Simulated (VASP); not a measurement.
# Cu (P6_3/mmc) in VASP: notebook

The runs below take Cu through single point, with r2SCAN, PBEsol, PBE.

All numbers are computed with VASP 6.6.1; they aren't measurements. Logs are shortened: lines on timing, memory, paths and dates and some standing lists are left out, and cuts for length are marked.

## 1. The cell of the first run

The structure is hexagonal, space group P6_3/mmc (No. 194). The conventional cell has a = 2.531 Å, b = 2.531 Å, c = 8.262 Å, α = 90.00°, β = 90.00°, γ = 120.00°. Cu (site symmetry -6m2) has 12 Cu at 2.53 Å within 3.3 Å. Within 3.3 Å of Cu (site symmetry -3m) lie 12 Cu at 2.53 Å.

## 2. Single point, r2SCAN

POSCAR

```
Cu
1.0
    2.5307640267      0.0000000000      0.0000000000
   -1.2653820134      2.1917059381      0.0000000000
    0.0000000000      0.0000000000      8.2618150800
Cu
4
Direct
    0.6666666667      0.3333333333      0.7500000000
    0.0000000000      0.0000000000      0.5000000000
    0.3333333333      0.6666666667      0.2500000000
    0.0000000000      0.0000000000      0.0000000000
```

INCAR.step1

```
SYSTEM = Cu
PREC     = Accurate       ! precision mode
ENCUT    = 520            ! plane-wave cutoff, eV
ISMEAR   = 1              ! smearing method
SIGMA    = 0.005          ! smearing width, eV
LREAL    = .FALSE.        ! projectors in reciprocal space
LASPH    = .TRUE.         ! aspherical terms in the spheres
NELM     = 80             ! most SCF steps
NBANDS   = 30             ! bands
GGA      = PE             ! functional
ALGO     = Normal         ! electronic algorithm
EDIFF    = 1E-4           ! SCF threshold, eV
LWAVE    = .TRUE.         ! write WAVECAR
LCHARG   = .FALSE.        ! write CHGCAR
```

INCAR.step2

```
SYSTEM = Cu
PREC     = Accurate       ! precision mode
ENCUT    = 520            ! plane-wave cutoff, eV
EDIFF    = 1E-7           ! SCF threshold, eV
ISMEAR   = 1              ! smearing method
SIGMA    = 0.005          ! smearing width, eV
LREAL    = .FALSE.        ! projectors in reciprocal space
LASPH    = .TRUE.         ! aspherical terms in the spheres
NELM     = 80             ! most SCF steps
ALGO     = Normal         ! electronic algorithm
ISIF     = 2              ! what is computed and relaxed
LWAVE    = .FALSE.        ! write WAVECAR
LCHARG   = .TRUE.         ! write CHGCAR
METAGGA  = R2SCAN         ! meta-GGA
LMIXTAU  = .TRUE.       
LELF     = .TRUE.         ! ELF
LVHAR    = .TRUE.       
NBANDS   = 30             ! bands
ISTART   = 1
```

KPOINTS

```
Automatic mesh
0
G
  10 10 3
  0 0 0
```

Potentials or basis: VASP PAW PBE potentials, release 64 (Cu).

On the command line:

```
$ cat potpaw_PBE.64/Cu/POTCAR > POTCAR
$ cp INCAR.step1 INCAR
$ mpirun -np 1 vasp_std > vasp.out
$ cp INCAR.step2 INCAR
$ mpirun -np 1 vasp_std > vasp.out
```

OUTCAR:

```text
SYSTEM = Cu
   PREC = Accurate
   ENCUT = 520
   EDIFF = 1E-7
   ISMEAR = 1
   LREAL = .FALSE.
   LASPH = .TRUE.
   NELM = 80
   ISIF = 2
   METAGGA = R2SCAN
   ISTART = 1

 ion  position               nearest neighbor table
   1  0.667  0.333  0.750-   2 2.53   4 2.53   2 2.53   4 2.53   2 2.53   4 2.53
   2  0.000  0.000  0.500-   1 2.53   3 2.53   1 2.53   3 2.53   1 2.53   3 2.53
   3  0.333  0.667  0.250-   2 2.53   4 2.53   2 2.53   4 2.53   2 2.53   4 2.53
   4  0.000  0.000  0.000-   1 2.53   3 2.53   1 2.53   3 2.53   1 2.53   3 2.53

  LATTYP: Found a hexagonal cell.
 ALAT       =     2.5307640267
 C/A-ratio  =     3.2645537051

  Lattice vectors:

 A1 = (   2.5307640267,   0.0000000000,   0.0000000000)
 A2 = (  -1.2653820134,   2.1917059381,   0.0000000000)
 A3 = (   0.0000000000,   0.0000000000,   8.2618150800)

Analysis of symmetry for initial positions (statically):
=====================================================================
 Subroutine PRICEL returns:
 Original cell was already a primitive cell.

 Routine SETGRP: Setting up the symmetry group for a
 hexagonal supercell.

 Subroutine GETGRP returns: Found 24 space group operations
 (whereof 12 operations were pure point group operations)
 out of a pool of 24 trial point group operations.

The static configuration has the point symmetry D_3d.
 The point group associated with its full space group is D_6h.

Analysis of symmetry for dynamics (positions and initial velocities):
=====================================================================
 Subroutine PRICEL returns:
 Original cell was already a primitive cell.

 Routine SETGRP: Setting up the symmetry group for a
 hexagonal supercell.

 Subroutine GETGRP returns: Found 24 space group operations
 (whereof 12 operations were pure point group operations)
 out of a pool of 24 trial point group operations.

The dynamic configuration has the point symmetry D_3d.
 The point group associated with its full space group is D_6h.

 Subroutine INISYM returns: Found 24 space group operations
 (whereof 12 operations are pure point group operations),
 and found     1 'primitive' translations

----------------------------------------------------------------------------------------

                                     Primitive cell

  volume of cell :      45.8257

  direct lattice vectors                    reciprocal lattice vectors
     2.530764027  0.000000000  0.000000000     0.395137591  0.228132794  0.000000000
    -1.265382013  2.191705938  0.000000000     0.000000000  0.456265589  0.000000000
     0.000000000  0.000000000  8.261815080     0.000000000  0.000000000  0.121038778

  length of vectors
     2.530764027  2.530764027  8.261815080     0.456265589  0.456265589  0.121038778

  position of ions in fractional coordinates (direct lattice)
     0.666666667  0.333333333  0.750000000
     0.000000000  0.000000000  0.500000000
     0.333333333  0.666666667  0.250000000
     0.000000000  0.000000000  0.000000000

  ion indices of the primitive-cell ions
   primitive index   ion index
                 1           1
                 2           2
                 3           3
                 4           4

----------------------------------------------------------------------------------------

 KPOINTS: Automatic mesh

Automatic generation of k-mesh.
 Grid dimensions read from file:
 generate k-points for:   10   10    3

 Generating k-lattice:

  Cartesian coordinates                     Fractional coordinates (reciprocal lattice)
     0.039513759  0.022813279  0.000000000     0.100000000  0.000000000  0.000000000
     0.000000000  0.045626559  0.000000000     0.000000000  0.100000000  0.000000000
     0.000000000  0.000000000  0.040346259     0.000000000  0.000000000  0.333333333

  Length of vectors
     0.045626559  0.045626559  0.040346259

  Shift w.r.t. Gamma in fractional coordinates (k-lattice)
     0.000000000  0.000000000  0.000000000

 Subroutine IBZKPT returns following result:
 ===========================================

 Found     28 irreducible k-points:

 Following reciprocal coordinates:
            Coordinates               Weight
  0.000000  0.000000  0.000000      1.000000
  0.100000 -0.000000  0.000000      6.000000
  0.200000 -0.000000  0.000000      6.000000
  0.300000  0.000000  0.000000      6.000000
  0.400000  0.000000  0.000000      6.000000
  0.500000  0.000000  0.000000      3.000000
[... 16 lines left out ...]
  0.300000  0.100000  0.333333     24.000000
  0.400000  0.100000  0.333333     24.000000
 [... further k-points ...]
   k-points           NKPTS =     28   k-points in BZ     NKDIM =     28   number of bands    NBANDS=     30
   number of dos      NEDOS =    301   number of ions     NIONS =      4
   total plane-waves  NPLWV =  25600
   dimension x,y,z NGX =    20 NGY =   20 NGZ =   64
   dimension x,y,z NGXF=    40 NGYF=   40 NGZF=  128
   ions per type =               4
   NGX,Y,Z   is equivalent  to a cutoff of  13.14, 13.14, 12.88 a.u.
   NGXF,Y,Z  is equivalent  to a cutoff of  26.28, 26.28, 25.76 a.u.
 SYSTEM =  Cu
   PREC   = accura    normal or accurate (medium, high low for compatibility)
   ISTART =      1    job   : 0-new  1-cont  2-samecut
   ICHARG =      0    charge: 1-file 2-atom 10-const
   ISPIN  =      1    spin polarized calculation?
   LNONCOLLINEAR =      F non collinear calculations
   LSORBIT =      F    spin-orbit coupling
   LASPH  =      T    aspherical Exc in radial PAW
   ENCUT  =  520.0 eV  38.22 Ry    6.18 a.u.   4.71  4.71 15.36*2*pi/ulx,y,z
   NELM   =     80;   NELMIN=  2; NELMDL=  0     # of ELM steps
   EDIFF  = 0.1E-06   stopping-criterion for ELM
   LREAL  =      F    real-space projection
   EDIFFG = 0.1E-05   stopping-criterion for IOM
   NSW    =      0    number of steps for IOM
   IBRION =     -1    ionic relax: 0-MD 1-quasi-New 2-CG
   NFREE  =      0    steps in history (QN), initial steepest desc. (CG)
   ISIF   =      2    stress and relaxation
   ISYM   =      2    0-nonsym 1-usesym 2-fastsym
   POTIM  = 0.5000    time-step for ionic-motion
   TEBEG  =    0.0;   TEEND  =   0.0 temperature during run
   PSTRESS=    0.0 pullay stress
   NELECT =      44.0000    total number of electrons
   NUPDOWN=      -1.0000    fix difference up-down
   EMIN   =  10.00;   EMAX   =-10.00  energy-range for DOS
   EFERMI =   0.00;   METHOD = LEGACY
   ISMEAR =     1;   SIGMA  =   0.01  broadening in eV -4-tet -1-fermi 0-gaus
   EFERMI_NEDOS =   21; number of points for ismear=-14 and -15
   IALGO  =     38    algorithm
   IMIX   =      4    mixing-type and parameters
     AMIX     =   0.40;   BMIX     =  1.00
     AMIX_MAG =   1.60;   BMIX_MAG =  1.00
  volume/ion in A,a.u.               =      11.46        77.31
  Fermi-wavevector in a.u.,A,eV,Ry     =   1.615062  3.052025 35.489789  2.608426
  Thomas-Fermi vector in A             =   2.709870
   LORBIT       =      0    0 simple, 1 ext, 2 COOP (PROOUT), +10 PAW based schemes
   METAGGA = R2SCAN    functional components
   LHFCALC =     F    Hartree Fock is set to
   AEXX    =    0.0000 exact exchange contribution
   IVDW    =     0    specifies the selected vdW correction
   LEPSILON=     F    determine dielectric tensor
   LRPA    =     F    only Hartree local field effects (RPA)
 non-spin polarized calculation
 Methfessel and Paxton  Order N= 1 SIGMA  =   0.01
  energy-cutoff  :      520.00
  volume of cell :       45.83
 maximum number of plane-waves:      1255
 NGX is ok and might be reduce to    20
   NGX =  9   NGY =  9   NGZ = 31

 number of electron      43.9999989 magnetization

 Free energy of the ion-electron system (eV)
  ---------------------------------------------------
  ext. energy  EPLUGINS =         0.00000000
  ---------------------------------------------------
  free energy    TOTEN  =       -43.26239989 eV

  energy without entropy =      -43.26235793  energy(sigma->0) =      -43.26238590

 E-fermi :   7.8248     XC(G=0): -13.9487

 val. band max:        7.6928645955   @ k =   0.3000   0.0000   0.3333
 cond. band min:       7.8273057499   @ k =   0.4000   0.1000   0.3333
 fundamental gap:      0.1344411544
 Fermi energy:         7.8247607670

 k-point     1 :       0.0000    0.0000    0.0000
  band No.  band energies     occupation
      1      -2.1323      2.00000
      2       0.1103      2.00000
      3       0.1270      2.00000
      4       2.3667      2.00000
      5       4.2749      2.00000
      6       4.2810      2.00000
[... 22 lines left out ...]
     29      30.7093      0.00000
     30      31.1524      0.00000

 k-point     2 :       0.1000   -0.0000    0.0000
  band No.  band energies     occupation
      1      -1.7900      2.00000
      2       0.4129      2.00000
      3       0.4290      2.00000
      4       2.5616      2.00000
      5       4.1272      2.00000
      6       4.1960      2.00000
[... 22 lines left out ...]
     29      28.1250      0.00000
     30      28.1303      0.00000

 k-point     3 :       0.2000   -0.0000    0.0000
  band No.  band energies     occupation
      1      -0.7997      2.00000
      2       1.2300      2.00000
      3       1.2438      2.00000
      4       3.0113      2.00000
      5       3.8923      2.00000
      6       3.9921      2.00000
[... 22 lines left out ...]
     29      23.3854      0.00000
     30      23.5524      0.00000

 k-point     4 :       0.3000    0.0000    0.0000
  band No.  band energies     occupation
      1       0.6786      2.00000
      2       2.1371      2.00000
      3       2.1505      2.00000
      4       3.2199      2.00000
      5       3.6188      2.00000
      6       3.7696      2.00000
[... 22 lines left out ...]
     29      23.2335      0.00000
     30      23.3690      0.00000

 k-point     5 :       0.4000    0.0000    0.0000
  band No.  band energies     occupation
      1       2.0726      2.00000
      2       2.4823      2.00000
      3       2.5950      2.00000
      4       3.0916      2.00000
      5       3.4373      2.00000
      6       3.5588      2.00000
[... 22 lines left out ...]
     29      20.9423      0.00000
     30      21.3877      0.00000
[... 526 lines left out ...]
     29      24.7219      0.00000
     30      24.9261      0.00000

 k-point    22 :       0.2000    0.1000    0.3333
  band No.  band energies     occupation
      1       0.3525      2.00000
      2       0.9881      2.00000
      3       2.7843      2.00000
      4       3.2567      2.00000
      5       3.6384      2.00000
      6       3.6945      2.00000
[... 22 lines left out ...]
     29      22.0926      0.00000
     30      22.6874      0.00000

 k-point    23 :       0.3000    0.1000    0.3333
  band No.  band energies     occupation
      1       1.7898      2.00000
      2       2.1324      2.00000
      3       2.9187      2.00000
      4       3.2247      2.00000
      5       3.3871      2.00000
      6       3.5291      2.00000
[... 22 lines left out ...]
     29      20.4405      0.00000
     30      20.6847      0.00000

 k-point    24 :       0.4000    0.1000    0.3333
  band No.  band energies     occupation
      1       2.5735      2.00000
      2       2.6920      2.00000
      3       2.8543      2.00000
      4       3.0434      2.00000
      5       3.2782      2.00000
      6       3.3792      2.00000
[... 22 lines left out ...]
     29      19.4921      0.00000
     30      20.0123      0.00000

 [... further k-points ...]
[... 5 lines left out ...]
  --------------------------------------------------------------------------------------
  -------------------------------------------------------------------------------------
  Total        0.3001069      0.3001069      0.0387598     -0.0000000     -0.0000000      0.0000000
  in kB       10.4924561     10.4924561      1.3551360     -0.0000000     -0.0000000      0.0000000
  external PRESSURE =       7.4466827 kB  Pullay stress =       0.0000000 kB

 VOLUME and BASIS-vectors are now :
 -----------------------------------------------------------------------------
  energy-cutoff  :      520.00
  volume of cell :       45.83
      direct lattice vectors                 reciprocal lattice vectors
     2.530764027  0.000000000  0.000000000     0.395137591  0.228132794  0.000000000
    -1.265382013  2.191705938  0.000000000     0.000000000  0.456265589  0.000000000
     0.000000000  0.000000000  8.261815080     0.000000000  0.000000000  0.121038778

 POSITION                                       TOTAL-FORCE (eV/Angst)
 -----------------------------------------------------------------------------------
      1.26538      0.73057      6.19636         0.000000      0.000000     -0.000000
      0.00000      0.00000      4.13091         0.000000      0.000000     -0.000000
     -0.00000      1.46114      2.06545        -0.000000     -0.000000      0.000000
      0.00000      0.00000      0.00000         0.000000      0.000000     -0.000000
 -----------------------------------------------------------------------------------
    total drift:                                0.000000     -0.000000      0.000000

  FREE ENERGIE OF THE ION-ELECTRON SYSTEM (eV)
  ---------------------------------------------------
  free  energy   TOTEN  =       -43.2623998858 eV

  energy  without entropy=      -43.2623579278  energy(sigma->0) =      -43.26238590
```

Run time: 2.4 min. Hardware: 1 thread of Intel Xeon 6975P-C (Granite Rapids), shared host; peak memory 0.17 GiB.

Results:

```
Free energy            : -43.2624 eV
Pressure               : 0.7 GPa
Band gap on the k mesh : zero (band 22 reaches 10.98 eV, above the bottom of band 23 at 5.92 eV)
```

Stress tensor (GPa, compression positive):
```
1.05 0.00 0.00
0.00 1.05 0.00
0.00 0.00 0.14
```

Levels at points of the mesh, in eV from the Fermi level:
```tsv
k point	band 19	band 20	band 21	band 22	band 23	band 24	band 25	band 26	band 27	band 28
(0.00, 0.00, 0.00)	-2.31	-2.16	-2.16	-1.84	-1.84	-1.18	4.09	13.21	13.21	22.18
(0.50, 0.00, 0.00)	-1.70	-1.67	-0.74	0.35	0.97	1.61	4.94	4.95	8.97	9.44
```

Caveat: the PAW data sets were made with another functional, which shifts forces and pressure a little.

[end of part 1 of 2]
